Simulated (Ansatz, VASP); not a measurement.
# MoS2 in VASP and in Ansatz

File INCAR:

```
SYSTEM = MoS2
ALGO = Normal ; EDIFF = 1E-6
ENCUT = 520 ; GGA = PE
ISIF = 2 ; ISMEAR = 0
IVDW = 12 ; LASPH = .TRUE.
LCHARG = .FALSE. ; LREAL = .FALSE.
LWAVE = .FALSE. ; NBANDS = 35
NELM = 60 ; PREC = Accurate
SIGMA = 0.05
```

File KPOINTS:

```
k-points
0
G
  12 12 4
  0 0 0
```

POSCAR

```
MoS2
1.0
    3.1179000000      0.0000000000      0.0000000000
   -1.5589500000      2.7001806064      0.0000000000
    0.0000000000      0.0000000000     11.6603000000
Mo S
2 4
Direct
    0.6666666667      0.3333333333      0.2501439769
    0.3333333333      0.6666666667      0.7498560231
    0.3333333333      0.6666666667      0.3795985159
    0.6666666667      0.3333333333      0.8793132861
    0.3333333333      0.6666666667      0.1206867139
    0.6666666667      0.3333333333      0.6204014841
```

Input for Ansatz:

```yaml
crystal:
  lattice:
    - [3.1179, 0.0, 0.0]
    - [-1.55895, 2.7001806064, 0.0]
    - [0.0, 0.0, 11.6603]
  atoms:
    - { symbol: Mo, position: [0.6666666667, 0.3333333333, 0.2501439769] }
    - { symbol: Mo, position: [0.3333333333, 0.6666666667, 0.7498560231] }
    - { symbol: S, position: [0.3333333333, 0.6666666667, 0.3795985159] }
    - { symbol: S, position: [0.6666666667, 0.3333333333, 0.8793132861] }
    - { symbol: S, position: [0.3333333333, 0.6666666667, 0.1206867139] }
    - { symbol: S, position: [0.6666666667, 0.3333333333, 0.6204014841] }
basis:
  ecutwfc: 420
kpoints:
  mp_grid: { grid: [12, 12, 4] }
hamiltonian:
  xc: pbe
  pseudopotentials: { kind: paw, azcp: { folder: soft_1 } }
  dispersion: d3bj
scf:
  occupations: { method: gaussian, width: 0.05 }
output:
  forces: true
  stress: true
  eigenvalues: true
```

Alike in both runs: task single point; functional PBE; dispersion D3(BJ); k mesh 12 × 12 × 4; occupations gaussian, width 0.05 eV; no spin polarisation.

```csv
,VASP,Ansatz
version,VASP 6.6.1,Ansatz 0.2.0
potentials or method,"VASP PAW PBE potentials, release 64 (Mo_sv, S), cutoff 520 eV","scalar-relativistic, plane waves, PAW"
valence electrons in the cell,52,52
```

Ansatz gave:

```
gap on the k mesh at the Fermi level (eV)                     : 0.62
least direct gap on the mesh (eV)                             : 1.68
pressure (GPa)                                                : 10.4
traceless stress, the component that is largest in VASP (GPa) : 4.39
rms of the force components (eV/Å)                            : 0.628
```

Task: What did VASP give for the same quantities?

Result: gap on the k mesh at the Fermi level (eV): 0.64; least direct gap on the mesh (eV): 1.69; pressure (GPa): 10.2; traceless stress, the component that is largest in VASP (GPa): 4.34; rms of the force components (eV/Å): 0.617.

Atom by atom the forces differ by 0.010 eV/Å (rms over components).
